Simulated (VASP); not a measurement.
Wanted: the native input for a VASP 6.6.1 run.

* Task: relaxation of cell and atoms
* Functional: PBEsol
* Dispersion: D3(BJ)
* Potentials or basis: VASP PAW PBE potentials, release 64 (Cs_sv)
* Cutoff: 500 eV
* k mesh: 7 × 7 × 7
* Occupations: methfessel-paxton, width 0.15 eV
* Spin: no spin polarisation
* Dipole correction: no
* Further INCAR settings: ALGO = Normal; EDIFF = 1e-07; IBRION = 2; EDIFFG = -0.01; NSW = 80; ISIF = 3

The structure of Cs lies in POSCAR:

```
Cs
1.0
   -2.7500750000      2.7500750000      4.0972400000
    2.7500750000     -2.7500750000      4.0972400000
    2.7500750000      2.7500750000     -4.0972400000
Cs
1
Direct
    0.0000000000      0.0000000000      0.0000000000
```

One way to write it, as run:

INCAR

```
PREC = Accurate
ENCUT = 500
EDIFF = 1E-7
ISMEAR = 1
SIGMA = 0.15
LREAL = F
LASPH = T
NELM = 120
ALGO = Normal
ISIF = 3
LWAVE = F
LCHARG = F
GGA = PS
IVDW = 12
IBRION = 2
NSW = 80
EDIFFG = -0.01
GGA_COMPAT = F
NELMIN = 4
```

KPOINTS

```
Automatic mesh
0
Gamma
  7 7 7
```

Potentials or basis: VASP PAW PBE potentials, release 64 (Cs_sv).

Command:

```bash
$ cat potpaw_PBE.64/Cs_sv/POTCAR > POTCAR
$ mpirun -np 1 vasp_std > vasp.out
```

Results of the run:

```yaml
Relaxed_volume: 98.79 Å³/atom
Relaxed_cell: a = 5.191 Å, b = 5.191 Å, c = 5.191 Å, α = 120.08°, β = 120.08°, γ = 89.86°
Space_group_after_relaxing_to_0.1_Å: Fm-3m (No. 225)
Energy_gained_by_relaxing: 34.7 meV/atom
Ionic_steps: 9
Pressure_after_relaxing: 0.0 GPa
Band_gap_on_the_k_mesh: zero (an odd number of electrons rules out a gap without spin polarisation)
Dispersion_energy_per_atom: -0.132 eV
```

Caveat: the volume moved by over 15 % at a fixed basis, so the end points are rough; the PAW data sets were made with another functional, which shifts forces and pressure a little; spin-orbit coupling is left out, which moves the levels of the heavy elements.

It took 120 s on 1 thread of AMD EPYC 9R45 96-Core Processor (Zen 5), on a shared host, peak memory 0.26 GiB.
